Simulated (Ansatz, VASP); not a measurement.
One calculation of LiH, two programs

Contents of POSCAR:

```
LiH
1.0
    0.0000000000      2.1451220117      2.1451220117
    2.1451220117      0.0000000000      2.1451220117
    2.1451220117      2.1451220117      0.0000000000
Li H
1 1
Direct
    0.0000000000      0.0000000000      0.0000000000
    0.2500000000      0.2500000000      0.2500000000
```

Contents of INCAR.step1:

```
SYSTEM = LiH
ALGO     = Normal         ! electronic algorithm
EDIFF    = 1E-5           ! SCF threshold, eV
ENCUT    = 520            ! plane-wave cutoff, eV
GGA      = PE             ! functional
ISIF     = 2              ! what is computed and relaxed
ISMEAR   = 0              ! smearing method
LASPH    = .True.         ! aspherical terms in the spheres
LREAL    = .False.        ! projectors in reciprocal space
LWAVE    = .True.         ! write WAVECAR
NBANDS   = 9              ! bands
NELM     = 60             ! most SCF steps
PREC     = Accurate       ! precision mode
SIGMA    = 0.01           ! smearing width, eV
```

File INCAR.step2:

```
SYSTEM = LiH
AEXX     = 0.5            ! exact-exchange fraction
ALGO     = Normal         ! electronic algorithm
EDIFF    = 1E-7           ! SCF threshold, eV
ENCUT    = 520            ! plane-wave cutoff, eV
GGA      = PE             ! functional
HFSCREEN = 0.3            ! screening, 1/A
ISIF     = 2              ! what is computed and relaxed
ISMEAR   = 0              ! smearing method
ISTART   = 1            
LASPH    = .True.         ! aspherical terms in the spheres
LCHARG   = .True.         ! write CHGCAR
LELF     = .True.         ! ELF
LHFCALC  = .True.         ! exact exchange
LREAL    = .False.        ! projectors in reciprocal space
LVHAR    = .True.       
LWAVE    = .False.        ! write WAVECAR
NBANDS   = 9              ! bands
NELM     = 60             ! most SCF steps
PREC     = Accurate       ! precision mode
PRECFOCK = Normal       
SIGMA    = 0.01           ! smearing width, eV
```

KPOINTS

```
k-points
0
Gamma
  4 4 4
  0 0 0
```

Input for Ansatz:

```yaml
crystal:
  lattice:
    - [0.0, 2.1451220117, 2.1451220117]
    - [2.1451220117, 0.0, 2.1451220117]
    - [2.1451220117, 2.1451220117, 0.0]
  atoms:
    - { symbol: Li, position: [0.0, 0.0, 0.0] }
    - { symbol: H, position: [0.25, 0.25, 0.25] }
kpoints:
  mp_grid: { grid: [4, 4, 4] }
hamiltonian:
  xc: { exchange: pbe, correlation: pbe, exx: { coeff: 0.5, omega: 0.3 } }
scf:
  occupations: { method: fixed }
  n_extra_bands: 4
output:
  forces: true
  stress: true
  eigenvalues: true
```

Alike in both runs: task single point; functional PBE-based screened hybrid; k mesh 4 × 4 × 4; no spin polarisation.

```csv
,VASP,Ansatz
version,VASP 6.6.1,Ansatz 0.2.0
potentials or method,"VASP PAW PBE potentials, release 64 (Li_sv, H)",plane waves
plane-wave cutoff (eV),520,420
occupations,"gaussian, width 0.01 eV",fixed
valence electrons in the cell,4,4
```

|  | VASP | Ansatz | Ansatz less VASP |
| --- | --- | --- | --- |
| gap on the k mesh at the Fermi level (eV) | 5.87 | 5.88 | +0.009 |

VASP's potentials were made for PBE, not for PBE-based screened hybrid. Ansatz's warnings: stress exchange threshold loose, stress scf threshold loose.

The k mesh is coarse, so the values compare programs but aren't converged. Noted on VASP's run: the cutoff is short for stress, so the pressure is rough.
